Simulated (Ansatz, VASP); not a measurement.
**Two plane-wave programs on Fe**

File POSCAR:

```
Fe
1.0
   -1.4700000000      1.4700000000      1.4700000000
    1.4700000000     -1.4700000000      1.4700000000
    1.4700000000      1.4700000000     -1.4700000000
Fe
1
Direct
    0.0000000000      0.0000000000      0.0000000000
```

The input INCAR.step1:

```
SYSTEM = Fe
ALGO = Normal
EDIFF = 1E-4
ENCUT = 520
GGA = PE
ISMEAR = -1
ISPIN = 2
LASPH = .True.
LCHARG = .False.
LMAXMIX = 4
LREAL = .False.
LWAVE = .True.
MAGMOM = 4
NBANDS = 14
NELM = 150
PREC = Accurate
SIGMA = 0.05
```

Contents of INCAR.step2:

```
SYSTEM = Fe
ALGO = Normal
EDIFF = 1E-6
ENCUT = 520
ISIF = 2
ISMEAR = -1
ISPIN = 2
ISTART = 1
LASPH = .True.
LCHARG = .True.
LELF = .True.
LMAXMIX = 4
LMIXTAU = .True.
LORBIT = 11
LREAL = .False.
LVHAR = .True.
LWAVE = .False.
MAGMOM = 4
METAGGA = R2SCAN
NBANDS = 14
NELM = 150
PREC = Accurate
SIGMA = 0.05
```

The input KPOINTS:

```
k-points
0
Gamma
  14 14 14
  0 0 0
```

Input for Ansatz:

```yaml
crystal:
  lattice:
    - [-1.47, 1.47, 1.47]
    - [1.47, -1.47, 1.47]
    - [1.47, 1.47, -1.47]
  atoms:
    - { symbol: Fe, position: [0.0, 0.0, 0.0], spin: 4.0 }
magnetization:
  spin_polarized: true
hamiltonian:
  xc: r2scan
  pseudopotentials: { kind: paw }
basis:
  ecutwfc: 500
kpoints:
  mp_grid: { grid: [14, 14, 14] }
scf:
  occupations: { method: fermi_dirac, width: 0.05 }
  lower_state_search: "off"
output:
  forces: true
  stress: true
```

Alike in both runs: task single point; functional r2SCAN; k mesh 14 × 14 × 14; occupations fermi-dirac, width 0.05 eV; collinear spin.

```csv
,VASP,Ansatz
version,VASP 6.6.1,Ansatz 0.2.0
potentials or method,"VASP PAW PBE potentials, release 64 (Fe), cutoff 520 eV","PAW, plane waves, scalar-relativistic"
valence electrons in the cell,8,16
```

```tsv
	VASP	Ansatz	Ansatz less VASP
pressure (GPa)	-11.1	-10.8	+0.29
net moment per atom (μB)	2.75	2.75	+0.004
size of the moment on the site where the two differ most (μB)	2.84	2.92	+0.081
```

VASP's potentials were made for PBE, not for r2SCAN. Site moments also hang on the region over which each program counts them. The functional is the same, so the differences come from potentials, cutoffs and numerics. VASP's potentials hold 8 valence electrons a cell and Ansatz's 16, so a difference there can come from the potentials and not from the codes. Ansatz's warnings: stability check not made.
